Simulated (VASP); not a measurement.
# Al5GaAs6 (P-4m2) in VASP: relaxation of cell and atoms with PBE

Aim: the relaxation of cell and atoms of Al5GaAs6 with PBE.

Everything below comes from runs of VASP 6.6.1. Logs are shortened: lines on timing, memory, paths and dates and some standing lists are left out, and cuts for length are marked.

## (1) The cell of the first run

Symmetry: P-4m2, No. 115, tetragonal system. The conventional cell has a = 4.073 Å, b = 4.073 Å, c = 17.002 Å, α = 90.00°, β = 90.00°, γ = 90.00°. Within 3.3 Å of Al (site symmetry 2mm) lie 4 As at 2.48 Å. Within 3.3 Å of Al (site symmetry 2mm) lie 4 As at 2.48 Å. Within 3.3 Å of Al (site symmetry -4m2) lie 4 As at 2.48 Å. Within 3.3 Å of Ga (site symmetry -4m2) lie 4 As at 2.49 Å. Within 3.3 Å of As (site symmetry 2mm) lie 4 Al at 2.48 Å. Within 3.3 Å of As (site symmetry 2mm) lie 4 Al at 2.48 Å. As (site symmetry 2mm) has 2 Al at 2.48 Å and 2 Ga at 2.49 Å within 3.3 Å.

## (2) Relaxation of cell and atoms, PBE

Contents of INCAR:

```
SYSTEM = Al5GaAs6
PREC = Accurate
ENCUT = 600
EDIFF = 1E-6
ISMEAR = 0
SIGMA = 0.02
LREAL = .False.
LASPH = .True.
NELM = 80
ALGO = Normal
ISIF = 3
LWAVE = .False.
LCHARG = .False.
GGA = PE
IBRION = 2
NSW = 100
EDIFFG = -0.01
```

Contents of KPOINTS:

```
Automatic mesh
0
Gamma
  8 8 2
  0 0 0
```

Contents of POSCAR:

```
Al5GaAs6
1.0
    4.0734647878      0.0000000000      0.0000000000
    0.0000000000      4.0734647878      0.0000000000
    0.0000000000      0.0000000000     17.0015199633
Al Ga As
5 1 6
Direct
    0.0000000000      0.0000000000      0.6669064511
    0.5000000000      0.5000000000      0.8334337632
    0.0000000000      0.0000000000      0.0000000000
    0.5000000000      0.5000000000      0.1665662368
    0.0000000000      0.0000000000      0.3330935489
    0.5000000000      0.5000000000      0.5000000000
    0.5000000000      0.0000000000      0.9167362899
    0.0000000000      0.5000000000      0.0832637101
    0.5000000000      0.0000000000      0.2498478674
    0.0000000000      0.5000000000      0.4159164284
    0.5000000000      0.0000000000      0.5840835716
    0.0000000000      0.5000000000      0.7501521326
```

Potentials or basis: VASP PAW PBE potentials, release 64 (Al, Ga_d, As).

Run with:

```console
$ cat potpaw_PBE.64/Al/POTCAR potpaw_PBE.64/Ga_d/POTCAR potpaw_PBE.64/As/POTCAR > POTCAR
$ mpirun -np 1 vasp_std > vasp.out
```

OUTCAR:

```text
SYSTEM = Al5GaAs6
   PREC = Accurate
   ENCUT = 600
   EDIFF = 1E-6
   ISMEAR = 0
   LREAL = .False.
   LASPH = .True.
   NELM = 80
   ISIF = 3
   GGA = PE
   IBRION = 2
   NSW = 100
   EDIFFG = -0.01

 ion  position               nearest neighbor table
   1  0.000  0.000  0.667-  11 2.48  11 2.48  12 2.48  12 2.48
   2  0.500  0.500  0.833-  12 2.48  12 2.48   7 2.48   7 2.48
   3  0.000  0.000  0.000-   7 2.48   8 2.48   8 2.48   7 2.48
   4  0.500  0.500  0.167-   9 2.48   9 2.48   8 2.48   8 2.48
   5  0.000  0.000  0.333-  10 2.48  10 2.48   9 2.48   9 2.48
   6  0.500  0.500  0.500-  10 2.49  11 2.49  11 2.49  10 2.49
   7  0.500  0.000  0.917-   3 2.48   3 2.48   2 2.48   2 2.48
   8  0.000  0.500  0.083-   3 2.48   3 2.48   4 2.48   4 2.48
   9  0.500  0.000  0.250-   5 2.48   5 2.48   4 2.48   4 2.48
  10  0.000  0.500  0.416-   5 2.48   5 2.48   6 2.49   6 2.49
  11  0.500  0.000  0.584-   1 2.48   1 2.48   6 2.49   6 2.49
  12  0.000  0.500  0.750-   1 2.48   1 2.48   2 2.48   2 2.48

  LATTYP: Found a simple tetragonal cell.
 ALAT       =     4.0734647878
 C/A-ratio  =     4.1737245438

  Lattice vectors:

 A1 = (   4.0734647878,   0.0000000000,   0.0000000000)
 A2 = (   0.0000000000,   4.0734647878,   0.0000000000)
 A3 = (   0.0000000000,   0.0000000000,  17.0015199633)

Analysis of symmetry for initial positions (statically):
=====================================================================
 Subroutine PRICEL returns:
 Original cell was already a primitive cell.

 Routine SETGRP: Setting up the symmetry group for a
 simple tetragonal supercell.

 Subroutine GETGRP returns: Found  8 space group operations
 (whereof  8 operations were pure point group operations)
 out of a pool of 16 trial point group operations.

The static configuration has the point symmetry D_2d.

Analysis of symmetry for dynamics (positions and initial velocities):
=====================================================================
 Subroutine PRICEL returns:
 Original cell was already a primitive cell.

 Routine SETGRP: Setting up the symmetry group for a
 simple tetragonal supercell.

 Subroutine GETGRP returns: Found  8 space group operations
 (whereof  8 operations were pure point group operations)
 out of a pool of 16 trial point group operations.

The dynamic configuration has the point symmetry D_2d.

 Subroutine INISYM returns: Found  8 space group operations
 (whereof  8 operations are pure point group operations),
 and found     1 'primitive' translations

----------------------------------------------------------------------------------------

                                     Primitive cell

  volume of cell :     282.1082

  direct lattice vectors                    reciprocal lattice vectors
     4.073464788  0.000000000  0.000000000     0.245491259  0.000000000  0.000000000
     0.000000000  4.073464788  0.000000000     0.000000000  0.245491259  0.000000000
     0.000000000  0.000000000 17.001519963     0.000000000  0.000000000  0.058818270

  length of vectors
     4.073464788  4.073464788 17.001519963     0.245491259  0.245491259  0.058818270

  position of ions in fractional coordinates (direct lattice)
     0.000000000  0.000000000  0.666906451
     0.500000000  0.500000000  0.833433763
     0.000000000  0.000000000  0.000000000
     0.500000000  0.500000000  0.166566237
     0.000000000  0.000000000  0.333093549
     0.500000000  0.500000000  0.500000000
     0.500000000  0.000000000  0.916736290
     0.000000000  0.500000000  0.083263710
     0.500000000  0.000000000  0.249847867
     0.000000000  0.500000000  0.415916428
     0.500000000  0.000000000  0.584083572
     0.000000000  0.500000000  0.750152133

  ion indices of the primitive-cell ions
   primitive index   ion index
                 1           1
                 2           2
                 3           3
                 4           4
                 5           5
                 6           6
                 7           7
                 8           8
                 9           9
                10          10
                11          11
                12          12

----------------------------------------------------------------------------------------

 KPOINTS: Automatic mesh

Automatic generation of k-mesh.
 Grid dimensions read from file:
 generate k-points for:    8    8    2

 Generating k-lattice:

  Cartesian coordinates                     Fractional coordinates (reciprocal lattice)
     0.030686407  0.000000000  0.000000000     0.125000000  0.000000000  0.000000000
     0.000000000  0.030686407  0.000000000     0.000000000  0.125000000  0.000000000
     0.000000000  0.000000000  0.029409135     0.000000000  0.000000000  0.500000000

  Length of vectors
     0.030686407  0.030686407  0.029409135

  Shift w.r.t. Gamma in fractional coordinates (k-lattice)
     0.000000000  0.000000000  0.000000000

 Subroutine IBZKPT returns following result:
 ===========================================

 Found     30 irreducible k-points:

 Following reciprocal coordinates:
            Coordinates               Weight
  0.000000  0.000000  0.000000      1.000000
  0.125000  0.000000  0.000000      4.000000
  0.250000  0.000000  0.000000      4.000000
  0.375000  0.000000  0.000000      4.000000
  0.500000  0.000000  0.000000      2.000000
  0.125000  0.125000  0.000000      4.000000
[... 16 lines left out ...]
  0.375000  0.125000  0.500000      8.000000
  0.500000  0.125000  0.500000      4.000000
 [... further k-points ...]
   k-points           NKPTS =     30   k-points in BZ     NKDIM =     30   number of bands    NBANDS=     36
   number of dos      NEDOS =    301   number of ions     NIONS =     12
   total plane-waves  NPLWV = 181440
   dimension x,y,z NGX =    36 NGY =   36 NGZ =  140
   dimension x,y,z NGXF=    72 NGYF=   72 NGZF=  280
   ions per type =               5   1   6
   NGX,Y,Z   is equivalent  to a cutoff of  14.69, 14.69, 13.69 a.u.
   NGXF,Y,Z  is equivalent  to a cutoff of  29.38, 29.38, 27.38 a.u.
 SYSTEM =  Al5GaAs6
   PREC   = accura    normal or accurate (medium, high low for compatibility)
   ISTART =      0    job   : 0-new  1-cont  2-samecut
   ICHARG =      2    charge: 1-file 2-atom 10-const
   ISPIN  =      1    spin polarized calculation?
   LNONCOLLINEAR =      F non collinear calculations
   LSORBIT =      F    spin-orbit coupling
   LASPH  =      T    aspherical Exc in radial PAW
   ENCUT  =  600.0 eV  44.10 Ry    6.64 a.u.   8.14  8.14 33.96*2*pi/ulx,y,z
   NELM   =     80;   NELMIN=  2; NELMDL= -5     # of ELM steps
   EDIFF  = 0.1E-05   stopping-criterion for ELM
   LREAL  =      F    real-space projection
   EDIFFG = -.1E-01   stopping-criterion for IOM
   NSW    =    100    number of steps for IOM
   IBRION =      2    ionic relax: 0-MD 1-quasi-New 2-CG
   NFREE  =      1    steps in history (QN), initial steepest desc. (CG)
   ISIF   =      3    stress and relaxation
   ISYM   =      2    0-nonsym 1-usesym 2-fastsym
   POTIM  = 0.5000    time-step for ionic-motion
   TEBEG  =    0.0;   TEEND  =   0.0 temperature during run
   PSTRESS=    0.0 pullay stress
   NELECT =      58.0000    total number of electrons
   NUPDOWN=      -1.0000    fix difference up-down
   EMIN   =  10.00;   EMAX   =-10.00  energy-range for DOS
   EFERMI =   0.00;   METHOD = LEGACY
   ISMEAR =     0;   SIGMA  =   0.02  broadening in eV -4-tet -1-fermi 0-gaus
   EFERMI_NEDOS =   21; number of points for ismear=-14 and -15
   IALGO  =     38    algorithm
   IMIX   =      4    mixing-type and parameters
     AMIX     =   0.40;   BMIX     =  1.00
     AMIX_MAG =   1.60;   BMIX_MAG =  1.00
  volume/ion in A,a.u.               =      23.51       158.65
  Fermi-wavevector in a.u.,A,eV,Ry     =   0.966226  1.825903 12.702312  0.933594
  Thomas-Fermi vector in A             =   2.096010
   LORBIT       =      0    0 simple, 1 ext, 2 COOP (PROOUT), +10 PAW based schemes
   GGA     = PE    functional components
   LHFCALC =     F    Hartree Fock is set to
   AEXX    =    0.0000 exact exchange contribution
   IVDW    =     0    specifies the selected vdW correction
   LEPSILON=     F    determine dielectric tensor
   LRPA    =     F    only Hartree local field effects (RPA)
 conjugate gradient relaxation of ions
 non-spin polarized calculation
 Gauss-broadening in eV      SIGMA  =   0.02
  energy-cutoff  :      600.00
  volume of cell :      282.11
 maximum number of plane-waves:      9480
 NGX is ok and might be reduce to    36
   NGX = 17   NGY = 17   NGZ = 67

--------------------------------------- Ionic step        1  -------------------------------------------

 number of electron      58.0000007 magnetization

 Free energy of the ion-electron system (eV)
  ---------------------------------------------------
  ext. energy  EPLUGINS =         0.00000000
  ---------------------------------------------------
  free energy    TOTEN  =       -55.19605392 eV

  energy without entropy =      -55.19605392  energy(sigma->0) =      -55.19605392

------------------------ aborting loop because EDIFF is reached ----------------------------------------

  FORCE on cell =-STRESS in cart. coord.  units (eV):
  Direction    XX          YY          ZZ          XY          YZ          ZX
  --------------------------------------------------------------------------------------
  -------------------------------------------------------------------------------------
  Total       -0.1045376     -0.1045376      1.3519022      0.0000000     -0.0000000      0.0000000
  in kB       -0.5937003     -0.5937003      7.6778597      0.0000000     -0.0000000      0.0000000
  external PRESSURE =       2.1634864 kB  Pullay stress =       0.0000000 kB
[... 215 lines left out ...]
  energy  without entropy=      -55.2042928301  energy(sigma->0) =      -55.20429283

--------------------------------------- Ionic step        6  -------------------------------------------

 number of electron      58.0000001 magnetization

 Free energy of the ion-electron system (eV)
  ---------------------------------------------------
  ext. energy  EPLUGINS =         0.00000000
  ---------------------------------------------------
  free energy    TOTEN  =       -55.20435001 eV

  energy without entropy =      -55.20435001  energy(sigma->0) =      -55.20435001

 E-fermi :   3.6612     XC(G=0):  -8.9742

 val. band max:        3.5637408146   @ k =   0.0000   0.0000   0.0000
 cond. band min:       4.9494691203   @ k =   0.0000   0.0000   0.0000
 fundamental gap:      1.3857283056
 Fermi energy:         3.6611757219

 k-point     1 :       0.0000    0.0000    0.0000
  band No.  band energies     occupation
      1     -10.8900      2.00000
      2     -10.8229      2.00000
      3     -10.8229      2.00000
      4     -10.7856      2.00000
      5     -10.7701      2.00000
      6      -8.2387      2.00000
[... 925 lines left out ...]
     35       6.9840      0.00000
     36       7.8384      0.00000

 [... further k-points ...]
[... 5 lines left out ...]
  --------------------------------------------------------------------------------------
  -------------------------------------------------------------------------------------
  Total        0.0372540      0.0372540      0.0435544      0.0000000      0.0000000      0.0000000
  in kB        0.2109100      0.2109100      0.2465791      0.0000000      0.0000000      0.0000000
  external PRESSURE =       0.2227997 kB  Pullay stress =       0.0000000 kB
[... 27 lines left out ...]
  FREE ENERGIE OF THE ION-ELECTRON SYSTEM (eV)
  ---------------------------------------------------
  free  energy   TOTEN  =       -55.2043500082 eV

  energy  without entropy=      -55.2043500082  energy(sigma->0) =      -55.20435001

 reached required accuracy - stopping structural energy minimisation
```

Wall time 31 min (1 thread of Oxide Virtual Turin-like, shared host); peak memory 0.66 GiB.

What came out:

| Property | Result |
| --- | --- |
| Free energy | -55.2044 eV |
| Relaxed volume | 23.58 Å³/atom |
| Relaxed cell | a = 4.057 Å, b = 4.057 Å, c = 17.195 Å, α = 90.00°, β = 90.00°, γ = 90.00° |
| Space group after relaxing (to 0.1 Å) | P-4m2 (No. 115) |
| Energy gained by relaxing | 0.7 meV/atom |
| Ionic steps | 6 |
| Pressure after relaxing | 0.0 GPa |
| Band gap on the k mesh | 1.39 eV |

Forces in eV/Å, atoms in the order of the input:
```
Al   0.000  0.000 -0.001
Al   0.000  0.000  0.001
Al   0.000  0.000  0.000
Al   0.000  0.000 -0.001
Al   0.000  0.000  0.001
Ga   0.000  0.000  0.000
As   0.000  0.000  0.001
As   0.000  0.000 -0.001
As   0.000  0.000  0.000
As   0.000  0.000  0.002
As   0.000  0.000 -0.002
As   0.000  0.000  0.000
```

Step by step:
```tsv
step	energy change (eV)	largest force (eV/Å)	pressure (GPa)	volume (Å³)
1	0.0000	0.0115	0.22	282.11
2	-0.0052	0.0057	-0.08	283.40
3	-0.0061	0.0059	-0.30	284.37
4	-0.0082	0.0052	-0.03	283.19
5	-0.0082	0.0051	-0.05	283.26
6	-0.0083	0.0022	0.02	283.00
```

Final structure:
```
Al Ga As
1.0
     4.05684    0.00000    0.00000
     0.00000    4.05684    0.00000
     0.00000    0.00000   17.19532
Al Ga As
5 1 6
Direct
  0.00000 0.00000 0.66693
  0.50000 0.50000 0.83346
  0.00000 0.00000 0.00000
  0.50000 0.50000 0.16654
  0.00000 0.00000 0.33307
  0.50000 0.50000 0.50000
  0.50000 0.00000 0.91673
  0.00000 0.50000 0.08327
  0.50000 0.00000 0.24981
  0.00000 0.50000 0.41600
  0.50000 0.00000 0.58400
  0.00000 0.50000 0.75019
```
